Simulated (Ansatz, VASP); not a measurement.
## One calculation of C, two programs

```
C
1.0
     0.00000    1.78574    1.70538
     1.78574    0.00000    1.70538
     1.78574    1.78574    0.00000
C
2
Direct
  0.50000 0.50000 0.50000
  0.75000 0.75000 0.75000
```

Change from the starting cell: strain -0.0450 x Voigt [0, 0, 1, 0, 0, 0], atoms carried along.

Alike in both runs: task single point; functional PBE; k mesh 12 × 12 × 12; occupations gaussian, width 0.05 eV; no spin polarisation.

|  | VASP | Ansatz |
| --- | --- | --- |
| version | VASP 6.6.1 | Ansatz 0.2.0 |
| potentials or method | VASP PAW PBE potentials, release 64 (C), cutoff 520 eV | scalar-relativistic, plane waves, PAW |
| valence electrons in the cell | 8 | 8 |

VASP gave:

| Quantity | Value |
| --- | --- |
| gap on the k mesh at the Fermi level (eV) | 3.07 |
| least direct gap on the mesh (eV) | 4.89 |
| pressure (GPa) | 22.6 |
| traceless stress, the component that is largest in VASP (GPa) | 28.40 |

**Question.** Estimate Ansatz's values.

**Answer.** gap on the k mesh at the Fermi level (eV): 3.08; least direct gap on the mesh (eV): 4.89; pressure (GPa): 21.8; traceless stress, the component that is largest in VASP (GPa): 28.43.
